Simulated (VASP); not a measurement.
Crystal: CuAu.

```
CELL_PARAMETERS angstrom
2.84774 0.00000 0.00000
0.00000 2.84774 0.00000
0.00000 0.00000 3.73349
ATOMIC_POSITIONS crystal
Au 0.00000 0.00000 0.00000
Cu 0.50000 0.50000 0.50000
```

This cell differs from its parent crystal: volume scaled by 1.04.

Base run:

| Quantity | Value |
| --- | --- |
| Program | VASP 6.6.1 |
| Functional | PBEsol |
| Potentials or basis | VASP PAW PBE potentials, release 64 (Au, Cu) |
| Cutoff | 520 eV |
| k mesh | 9 × 9 × 7 |
| Occupations | fermi-dirac, width 0.05 eV |
| Spin | no spin polarisation |

Its results: band gap on the k mesh zero (band 11 reaches 11.28 eV, above the bottom of band 12 at 6.10 eV); pressure -9.2 GPa.

**Question.** The run is repeated on the same cell with these changes: functional from PBEsol to r2SCAN. What comes out?

**Answer.** Band gap on the k mesh zero (band 11 reaches 11.50 eV, above the bottom of band 12 at 6.03 eV); pressure -5.9 GPa.

Caveats: the PAW data sets were made with another functional, which shifts forces and pressure a little; spin-orbit coupling is left out, which moves the levels of the heavy elements.
